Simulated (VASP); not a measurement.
Input of a VASP 6.6.1 run:

File INCAR:

```
SYSTEM = Hg
AGGAC = 1.0 ; AGGAX = 1.0
ALDAC = 0.0 ; ALDAX = 1.0
ALGO = Normal ; EDIFF = 1E-7
ENCUT = 520 ; GGA = B5
ISIF = 2 ; ISMEAR = -1
LASPH = .True. ; LCHARG = .False.
LREAL = .False. ; LWAVE = .False.
NBANDS = 12 ; NELM = 80
PREC = Accurate ; SIGMA = 0.1
```

File KPOINTS:

```
k-points
0
Gamma
  11 11 11
  0 0 0
```

File POSCAR:

```
Hg
1.0
    3.1147292043      1.7982897445      3.8035046291
   -3.1147292043      1.7982897445      3.8035046291
    0.0000000000     -3.5965794891      3.8035046290
Hg
1
Direct
    0.0000000000      0.0000000000      0.0000000000
```

Potentials or basis: VASP PAW PBE potentials, release 64 (Hg).

Launch:

```console
$ cat potpaw_PBE.64/Hg/POTCAR > POTCAR
$ mpirun -np 1 vasp_std > vasp.out
```

Estimate the band gap on the k mesh.

4.38 eV (least direct gap 4.72 eV).

What does it give for the pressure?

0.0 GPa.

Caveat: the PAW data sets were made with another functional, which shifts forces and pressure a little; spin-orbit coupling is left out, which moves the levels of the heavy elements; an odd mesh through Γ misses points on the zone boundary, where band edges can lie.
